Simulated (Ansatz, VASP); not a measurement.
## One calculation of Hg, two programs

INCAR

```
PREC     = Accurate       # precision mode
ENCUT    = 520            # plane-wave cutoff, eV
EDIFF    = 1E-6           # SCF threshold, eV
ISMEAR   = -1             # smearing method
SIGMA    = 0.1            # smearing width, eV
LREAL    = False          # projectors in reciprocal space
LASPH    = True           # aspherical terms in the spheres
NELM     = 60             # most SCF steps
ALGO     = Normal         # electronic algorithm
ISIF     = 2              # what is computed and relaxed
LWAVE    = False          # write WAVECAR
LCHARG   = False          # write CHGCAR
NBANDS   = 12             # bands
```

Contents of KPOINTS:

```
Automatic mesh
0
Gamma
  14 14 14
```

File POSCAR:

```
Hg
1.0
    0.0000000000      2.1320809629      2.1320809629
    2.1320809629      0.0000000000      2.1320809629
    2.1320809629      2.1320809629      0.0000000000
Hg
1
Direct
    0.0000000000      0.0000000000      0.0000000000
```

Input for Ansatz:

```yaml
crystal:
  lattice:
    - [0.0, 2.1320809629, 2.1320809629]
    - [2.1320809629, 0.0, 2.1320809629]
    - [2.1320809629, 2.1320809629, 0.0]
  atoms:
    - { symbol: Hg, position: [0.0, 0.0, 0.0] }
hamiltonian:
  xc: lda
  pseudopotentials:
    kind: paw
    azcp:
      Hg: "pseudopotentials/Hg.paw.azcp"
basis:
  ecutwfc: 420
  fft_grid_basis: typed
kpoints:
  mp_grid: { grid: [14, 14, 14], shift: [0, 0, 0] }
magnetization:
  spin_polarized: false
scf:
  occupations: { method: fermi_dirac, width: 0.1 }
  lower_state_search: "off"
output:
  stress: true
  write_density: true
  write_potential: true
  elf: true
  volumetric_format: npy
```

Alike in both runs: task single point; functional LDA; k mesh 14 × 14 × 14; occupations fermi-dirac, width 0.1 eV; no spin polarisation.

|  | VASP | Ansatz |
| --- | --- | --- |
| version | VASP 6.6.1 | Ansatz 0.2.0 |
| potentials or method | VASP PAW LDA potentials, release 64 (Hg), cutoff 520 eV | plane waves (420 eV) with PAW, scalar-relativistic |
| valence electrons in the cell | 12 | 20 |

```csv
,VASP,Ansatz,Ansatz less VASP
pressure (GPa),11.6,10.3,-1.32
```

Ansatz warns that its potentials were made for another functional, while VASP's fit it. LDA's correlation is that of Perdew and Zunger in VASP and of Perdew and Wang (1992) in Ansatz. VASP's potentials hold 12 valence electrons a cell and Ansatz's 20, so a difference there can come from the potentials and not from the codes.

Spin-orbit coupling is off throughout.
